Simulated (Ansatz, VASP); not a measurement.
## Te3Br in VASP and in Ansatz

```
Te Br
1.0
     4.80422    0.00000    0.00000
     0.00000    4.80422    0.00000
     0.00000    0.00000    4.80422
Te Br
3 1
Direct
  0.00000 0.50000 0.50000
  0.50000 0.00000 0.50000
  0.50000 0.50000 0.00000
  0.00000 0.00000 0.00000
```

Alike in both runs: functional PBE; k mesh 4 × 4 × 4; occupations gaussian, width 0.1 eV; no spin polarisation.

Ansatz relaxed the structure, and its values are those at the end. VASP's run is a single point on that final structure, the one shown.

|  | VASP | Ansatz |
| --- | --- | --- |
| version | VASP 6.6.1 | Ansatz 0.2.0 |
| potentials or method | VASP PAW PBE potentials, release 64 (Te, Br), cutoff 520 eV | scalar-relativistic, plane waves, PAW |
| valence electrons in the cell | 25 | 55 |

```tsv
	VASP	Ansatz	Ansatz less VASP
gap on the k mesh at the Fermi level (eV)	none	none	-
pressure (GPa)	-0.2	-0.2	+0.08
```

A gap of «none» marks a metal or a gap that the smearing closes. VASP's potentials hold 25 valence electrons a cell and Ansatz's 55, so a difference there can come from the potentials and not from the codes.

Spin-orbit coupling is off throughout.
